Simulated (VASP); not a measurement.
Input of a VASP 6.6.1 run:

The input INCAR:

```
  PREC = Accurate
  ENCUT = 520
  EDIFF = 1E-6
  ISMEAR = -1
  SIGMA = 0.1
  LREAL = False
  LASPH = True
  NELM = 80
  ALGO = Normal
  ISIF = 2
  LWAVE = False
  LCHARG = False
  GGA = PE
  NBANDS = 20
```

KPOINTS

```
Automatic mesh
0
Gamma
  5 5 7
```

Contents of POSCAR:

```
K
1.0
    5.5759376155      0.0000000000      0.0000000000
   -2.7879688078      4.8289036250      0.0000000000
    0.0000000000      0.0000000000      3.3134077198
K
3
Direct
    0.0000000000      0.0000000000      0.0000000000
    0.3333333333      0.6666666667      0.5000000000
    0.6666666667      0.3333333333      0.5000000000
```

Potentials or basis: VASP PAW PBE potentials, release 64 (K_sv).

Command:

```bash
$ cat potpaw_PBE.64/K_sv/POTCAR > POTCAR
$ mpirun -np 1 vasp_std > vasp.out
```

Task: What does it give for the band gap on the k mesh?

Result: Zero (an odd number of electrons rules out a gap without spin polarisation).

Task: Predict the pressure.

Result: 16.3 GPa.

Stress tensor (GPa, compression positive):
```
16.23  0.00  0.00
 0.00 16.23  0.00
 0.00  0.00 16.41
```

Caveat: the cell stands under pressure.
